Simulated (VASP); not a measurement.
# Fe (P6_3/mmc) in VASP: further runs

Fe is run at these levels: PBEsol; tasks: electric field gradients.

Everything below comes from runs of VASP 6.6.1. Logs are shortened: lines on timing, memory, paths and dates and some standing lists are left out, and cuts for length are marked.

### Step 1. The cell of the first run

It takes space group P6_3/mmc (No. 194, hexagonal). The conventional cell has a = 2.450 Å, b = 2.450 Å, c = 3.867 Å, α = 90.00°, β = 90.00°, γ = 120.00°. Fe (site symmetry -6m2) has 12 Fe at 2.40 to 2.45 Å within 3.2 Å.

### Step 2. Electric field gradients, PBEsol (volume scaled by 1.02)

Input file INCAR:

```
SYSTEM = Fe
PREC = Accurate ; ENCUT = 520
EDIFF = 1E-8 ; ISMEAR = -1
SIGMA = 0.08 ; LREAL = .FALSE.
LASPH = .TRUE. ; NELM = 60
ALGO = Normal ; ISIF = 2
LWAVE = .FALSE. ; LCHARG = .FALSE.
GGA = PS ; LEFG = .TRUE.
NBANDS = 15
```

Input file KPOINTS:

```
Automatic mesh
0
G
  17 17 10
  0 0 0
```

Input file POSCAR:

```
Fe
1.0
    2.4502783040      0.0000000000      0.0000000000
   -1.2251391520      2.1220032576      0.0000000000
    0.0000000000      0.0000000000      3.8673784861
Fe
2
Direct
    0.3333333333      0.6666666667      0.2500000000
    0.6666666667      0.3333333333      0.7500000000
```

Potentials or basis: VASP PAW PBE potentials, release 64 (Fe).

Run with:

```
cat potpaw_PBE.64/Fe/POTCAR > POTCAR
mpirun -np 1 vasp_std > vasp.out
```

OUTCAR:

```text
SYSTEM = Fe
   PREC = Accurate
   ENCUT = 520
   EDIFF = 1E-8
   ISMEAR = -1
   LREAL = .FALSE.
   LASPH = .TRUE.
   NELM = 60
   ISIF = 2
   GGA = PS

 ion  position               nearest neighbor table
   1  0.333  0.667  0.250-   2 2.40   2 2.40   2 2.40   2 2.40   2 2.40   2 2.40
   2  0.667  0.333  0.750-   1 2.40   1 2.40   1 2.40   1 2.40   1 2.40   1 2.40

  LATTYP: Found a hexagonal cell.
 ALAT       =     2.4502783040
 C/A-ratio  =     1.5783425417

  Lattice vectors:

 A1 = (   2.4502783040,   0.0000000000,   0.0000000000)
 A2 = (  -1.2251391520,   2.1220032576,   0.0000000000)
 A3 = (   0.0000000000,   0.0000000000,   3.8673784861)

Analysis of symmetry for initial positions (statically):
=====================================================================
 Subroutine PRICEL returns:
 Original cell was already a primitive cell.

 Routine SETGRP: Setting up the symmetry group for a
 hexagonal supercell.

 Subroutine GETGRP returns: Found 24 space group operations
 (whereof 12 operations were pure point group operations)
 out of a pool of 24 trial point group operations.

The static configuration has the point symmetry D_3d.
 The point group associated with its full space group is D_6h.

Analysis of symmetry for dynamics (positions and initial velocities):
=====================================================================
 Subroutine PRICEL returns:
 Original cell was already a primitive cell.

 Routine SETGRP: Setting up the symmetry group for a
 hexagonal supercell.

 Subroutine GETGRP returns: Found 24 space group operations
 (whereof 12 operations were pure point group operations)
 out of a pool of 24 trial point group operations.

The dynamic configuration has the point symmetry D_3d.
 The point group associated with its full space group is D_6h.

 Subroutine INISYM returns: Found 24 space group operations
 (whereof 12 operations are pure point group operations),
 and found     1 'primitive' translations

----------------------------------------------------------------------------------------

                                     Primitive cell

  volume of cell :      20.1084

  direct lattice vectors                    reciprocal lattice vectors
     2.450278304  0.000000000  0.000000000     0.408116906  0.235626405  0.000000000
    -1.225139152  2.122003258  0.000000000     0.000000000  0.471252811  0.000000000
     0.000000000  0.000000000  3.867378486     0.000000000  0.000000000  0.258573089

  length of vectors
     2.450278304  2.450278304  3.867378486     0.471252811  0.471252811  0.258573089

  position of ions in fractional coordinates (direct lattice)
     0.333333333  0.666666667  0.250000000
     0.666666667  0.333333333  0.750000000

  ion indices of the primitive-cell ions
   primitive index   ion index
                 1           1
                 2           2

----------------------------------------------------------------------------------------

 KPOINTS: Automatic mesh

Automatic generation of k-mesh.
 Grid dimensions read from file:
 generate k-points for:   17   17   10

 Generating k-lattice:

  Cartesian coordinates                     Fractional coordinates (reciprocal lattice)
     0.024006877  0.013860377  0.000000000     0.058823529  0.000000000  0.000000000
     0.000000000  0.027720754  0.000000000     0.000000000  0.058823529  0.000000000
     0.000000000  0.000000000  0.025857309     0.000000000  0.000000000  0.100000000

  Length of vectors
     0.027720754  0.027720754  0.025857309

  Shift w.r.t. Gamma in fractional coordinates (k-lattice)
     0.000000000  0.000000000  0.000000000

 Subroutine IBZKPT returns following result:
 ===========================================

 Found    198 irreducible k-points:

 Following reciprocal coordinates:
            Coordinates               Weight
  0.000000  0.000000  0.000000      1.000000
  0.058824  0.000000  0.000000      6.000000
  0.117647  0.000000  0.000000      6.000000
  0.176471  0.000000  0.000000      6.000000
  0.235294  0.000000  0.000000      6.000000
  0.294118 -0.000000  0.000000      6.000000
[... 16 lines left out ...]
  0.411765  0.117647  0.000000     12.000000
  0.176471  0.176471  0.000000      6.000000
 [... further k-points ...]
   k-points           NKPTS =    198   k-points in BZ     NKDIM =    198   number of bands    NBANDS=     15
   number of dos      NEDOS =    301   number of ions     NIONS =      2
   total plane-waves  NPLWV =   9720
   dimension x,y,z NGX =    18 NGY =   18 NGZ =   30
   dimension x,y,z NGXF=    36 NGYF=   36 NGZF=   60
   ions per type =               2
   NGX,Y,Z   is equivalent  to a cutoff of  12.21, 12.21, 12.90 a.u.
   NGXF,Y,Z  is equivalent  to a cutoff of  24.43, 24.43, 25.79 a.u.
 SYSTEM =  Fe
   PREC   = accura    normal or accurate (medium, high low for compatibility)
   ISTART =      0    job   : 0-new  1-cont  2-samecut
   ICHARG =      2    charge: 1-file 2-atom 10-const
   ISPIN  =      1    spin polarized calculation?
   LNONCOLLINEAR =      F non collinear calculations
   LSORBIT =      F    spin-orbit coupling
   LASPH  =      T    aspherical Exc in radial PAW
   ENCUT  =  520.0 eV  38.22 Ry    6.18 a.u.   4.56  4.56  7.19*2*pi/ulx,y,z
   NELM   =     60;   NELMIN=  2; NELMDL= -5     # of ELM steps
   EDIFF  = 0.1E-07   stopping-criterion for ELM
   LREAL  =      F    real-space projection
   EDIFFG = 0.1E-06   stopping-criterion for IOM
   NSW    =      0    number of steps for IOM
   IBRION =     -1    ionic relax: 0-MD 1-quasi-New 2-CG
   NFREE  =      0    steps in history (QN), initial steepest desc. (CG)
   ISIF   =      2    stress and relaxation
   ISYM   =      2    0-nonsym 1-usesym 2-fastsym
   POTIM  = 0.5000    time-step for ionic-motion
   TEBEG  =    0.0;   TEEND  =   0.0 temperature during run
   PSTRESS=    0.0 pullay stress
   NELECT =      16.0000    total number of electrons
   NUPDOWN=      -1.0000    fix difference up-down
   EMIN   =  10.00;   EMAX   =-10.00  energy-range for DOS
   EFERMI =   0.00;   METHOD = LEGACY
   ISMEAR =    -1;   SIGMA  =   0.08  broadening in eV -4-tet -1-fermi 0-gaus
   EFERMI_NEDOS =   21; number of points for ismear=-14 and -15
   IALGO  =     38    algorithm
   IMIX   =      4    mixing-type and parameters
     AMIX     =   0.40;   BMIX     =  1.00
     AMIX_MAG =   1.60;   BMIX_MAG =  1.00
  volume/ion in A,a.u.               =      10.05        67.85
  Fermi-wavevector in a.u.,A,eV,Ry     =   1.517011  2.866735 31.311399  2.301323
  Thomas-Fermi vector in A             =   2.626324
   LORBIT       =      0    0 simple, 1 ext, 2 COOP (PROOUT), +10 PAW based schemes
   GGA     = PS    functional components
   LHFCALC =     F    Hartree Fock is set to
   AEXX    =    0.0000 exact exchange contribution
   IVDW    =     0    specifies the selected vdW correction
   LEPSILON=     F    determine dielectric tensor
   LRPA    =     F    only Hartree local field effects (RPA)
 non-spin polarized calculation
  energy-cutoff  :      520.00
  volume of cell :       20.11
 maximum number of plane-waves:       556
   NGX =  9   NGY =  9   NGZ = 15

 number of electron      16.0000009 magnetization

 Free energy of the ion-electron system (eV)
  ---------------------------------------------------
  ext. energy  EPLUGINS =         0.00000000
  ---------------------------------------------------
  free energy    TOTEN  =       -17.88392402 eV

  energy without entropy =      -17.82917201  energy(sigma->0) =      -17.85654802

 E-fermi :   6.8978     XC(G=0): -14.0309

 val. band max:        6.8972920030   @ k =   0.2941  -0.0000   0.2000
 cond. band min:       6.9039541902   @ k =   0.2941  -0.0000   0.1000
 fundamental gap:      0.0066621872
 Fermi energy:         6.8977667935

 k-point     1 :       0.0000    0.0000    0.0000
  band No.  band energies     occupation
      1      -2.1411      2.00000
      2       1.8571      2.00000
      3       5.2041      2.00000
      4       5.2041      2.00000
      5       5.3460      2.00000
      6       5.6844      2.00000
      7       5.6844      2.00000
      8       6.0268      1.99996
      9       6.0268      1.99996
     10       7.4287      0.00262
     11       7.6276      0.00022
     12       7.6276      0.00022
     13      15.8057      0.00000
     14      28.8732      0.00000
     15      32.5769      0.00000

 k-point     2 :       0.0588    0.0000    0.0000
  band No.  band energies     occupation
      1      -2.0109      2.00000
      2       1.9426      2.00000
      3       5.0178      2.00000
      4       5.2781      2.00000
      5       5.5028      2.00000
      6       5.6472      2.00000
      7       5.7491      2.00000
      8       5.9345      1.99999
      9       5.9752      1.99998
     10       6.5845      1.96095
     11       7.6529      0.00016
     12       8.6378      0.00000
     13      15.8118      0.00000
     14      28.3665      0.00000
     15      30.9667      0.00000

 k-point     3 :       0.1176    0.0000    0.0000
  band No.  band energies     occupation
      1      -1.6282      2.00000
      2       2.1787      2.00000
      3       4.7353      2.00000
      4       5.4208      2.00000
      5       5.4943      2.00000
      6       5.5202      2.00000
      7       5.7486      2.00000
      8       5.8368      2.00000
      9       5.9372      1.99999
     10       6.1144      1.99989
     11       7.7162      0.00007
     12       9.8458      0.00000
     13      15.8345      0.00000
     14      26.5525      0.00000
     15      29.8165      0.00000
[... 343 lines left out ...]
 k-point    23 :       0.4118    0.1176    0.0000
  band No.  band energies     occupation
      1       2.4822      2.00000
      2       2.6017      2.00000
      3       2.7134      2.00000
      4       4.4187      2.00000
      5       4.8202      2.00000
      6       5.2799      2.00000
      7       5.8404      2.00000
      8       7.6754      0.00012
      9       7.7953      0.00003
     10       7.9242      0.00001
     11       9.8694      0.00000
     12      12.4116      0.00000
     13      18.5541      0.00000
     14      19.1815      0.00000
     15      20.1435      0.00000

 k-point    24 :       0.1765    0.1765    0.0000
  band No.  band energies     occupation
      1       0.8936      2.00000
      2       3.1630      2.00000
      3       3.4980      2.00000
      4       3.6819      2.00000
      5       4.9628      2.00000
      6       5.3615      2.00000
      7       5.7571      2.00000
      8       6.4214      1.99483
      9       7.0082      0.40200
     10       7.5418      0.00064
     11       7.8468      0.00001
     12      14.3039      0.00000
     13      16.2366      0.00000
     14      20.3903      0.00000
     15      21.1447      0.00000

 [... further k-points ...]
[... 5 lines left out ...]
  --------------------------------------------------------------------------------------
  -------------------------------------------------------------------------------------
  Total       -0.9687092     -0.9687092     -0.9091723     -0.0000000      0.0000000      0.0000000
  in kB      -77.1837474    -77.1837474    -72.4400333     -0.0000000      0.0000000      0.0000000
  external PRESSURE =     -75.6025094 kB  Pullay stress =       0.0000000 kB

 VOLUME and BASIS-vectors are now :
 -----------------------------------------------------------------------------
  energy-cutoff  :      520.00
  volume of cell :       20.11
      direct lattice vectors                 reciprocal lattice vectors
     2.450278304  0.000000000  0.000000000     0.408116906  0.235626405  0.000000000
    -1.225139152  2.122003258  0.000000000     0.000000000  0.471252811  0.000000000
     0.000000000  0.000000000  3.867378486     0.000000000  0.000000000  0.258573089

 POSITION                                       TOTAL-FORCE (eV/Angst)
 -----------------------------------------------------------------------------------
     -0.00000      1.41467      0.96684        -0.000000     -0.000000      0.000000
      1.22514      0.70733      2.90053         0.000000      0.000000      0.000000
 -----------------------------------------------------------------------------------
    total drift:                                0.000000     -0.000000     -0.000000

  FREE ENERGIE OF THE ION-ELECTRON SYSTEM (eV)
  ---------------------------------------------------
  free  energy   TOTEN  =       -17.8839240179 eV

  energy  without entropy=      -17.8291720146  energy(sigma->0) =      -17.85654802

 Electric field gradients (V/A^2)
---------------------------------------------------------------------
 ion       V_xx      V_yy      V_zz      V_xy      V_xz      V_yz
---------------------------------------------------------------------
   1       3.935     3.934    -7.869    -0.000     0.000     0.000
   2       3.935     3.934    -7.869    -0.000    -0.000     0.000
---------------------------------------------------------------------

 Electric field gradients after diagonalization (V/A^2)
 (convention: |V_zz| > |V_xx| > |V_yy|)
----------------------------------------------------------------------
 ion       V_xx      V_yy      V_zz     asymmetry (V_yy - V_xx)/ V_zz
----------------------------------------------------------------------
   1       3.935     3.934    -7.869       0.000
   2       3.935     3.934    -7.869       0.000
----------------------------------------------------------------------

           NMR quadrupolar parameters

 Cq : quadrupolar parameter    Cq=e*Q*V_zz/h
 eta: asymmetry parameters     (V_yy - V_xx)/ V_zz
 Q  : nuclear electric quadrupole moment in mb (millibarn)
----------------------------------------------------------------------
 ion       Cq(MHz)       eta       Q (mb)
----------------------------------------------------------------------
   1      -0.019       0.000       1.000
   2      -0.019       0.000       1.000
----------------------------------------------------------------------
```

Run time: 49 s. Hardware: 1 thread of Intel Xeon 6975P-C, shared host; peak memory 0.16 GiB.

Results:

```
Free energy            : -17.8839 eV
Pressure               : -7.6 GPa
Band gap on the k mesh : zero (band 8 reaches 7.75 eV, above the bottom of band 9 at 5.89 eV)
```

Electric field gradients, principal values (V/Å²):
| atom | least | middle | greatest (by size) |
| --- | --- | --- | --- |
| 1 Fe | 3.934 | 3.935 | -7.869 |
| 2 Fe | 3.934 | 3.935 | -7.869 |

Caveat: without QUAD_EFG the Cq values of the log hold for a quadrupole moment of 1 mb, not for the nuclei; the PAW data sets were made with another functional, which shifts forces and pressure a little; the run has no spin polarisation, though such a crystal can be magnetic.

(Part 1 of 2 ends here.)
